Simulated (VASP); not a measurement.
Here is a VASP 6.6.1 calculation.

INCAR

```
SYSTEM = SrTiO3
PREC = Accurate
ENCUT = 520
EDIFF = 1E-6
ISMEAR = -1
SIGMA = 0.0541
LREAL = .FALSE.
LASPH = .TRUE.
NELM = 60
ALGO = Normal
ISIF = 2
LWAVE = .FALSE.
LCHARG = .TRUE.
GGA = PE
LELF = .TRUE.
LVHAR = .TRUE.
NBANDS = 51
```

File KPOINTS:

```
regular mesh
0
G
  5 5 7
  0 0 0
```

Contents of POSCAR:

```
SrTiO3
1.0
   -3.8980047400     -3.8980047400      0.0000000000
   -3.8980047400      3.8980047400      0.0000000000
    0.0000000000      0.0000000000     -3.8980047400
Sr Ti O
2 2 6
Direct
    0.0000000000      0.0000000000      0.0000000000
    0.5000000000      0.5000000000      0.0000000000
    0.0000000000      0.5000000000      0.5000000000
    0.5000000000      0.0000000000      0.5000000000
    0.7500000000      0.2500000000      0.5000000000
    0.2500000000      0.7500000000      0.5000000000
    0.7500000000      0.7500000000      0.5000000000
    0.2500000000      0.2500000000      0.5000000000
    0.0000000000      0.5000000000      0.0000000000
    0.5000000000      0.0000000000      0.0000000000
```

Potentials or basis: VASP PAW PBE potentials, release 64 (Sr_sv, Ti_sv, O).

Command:

```sh
$ cat potpaw_PBE.64/Sr_sv/POTCAR potpaw_PBE.64/Ti_sv/POTCAR potpaw_PBE.64/O/POTCAR > POTCAR
$ mpirun -np 1 vasp_std > vasp.out
```

(1) What does it give for the band gap on the k mesh?

(2) What does it give for the pressure?

Answers

(1) 1.87 eV.

(2) 6.0 GPa.

Caveat: the cell stands under pressure; an odd mesh through Γ misses points on the zone boundary, where band edges can lie.
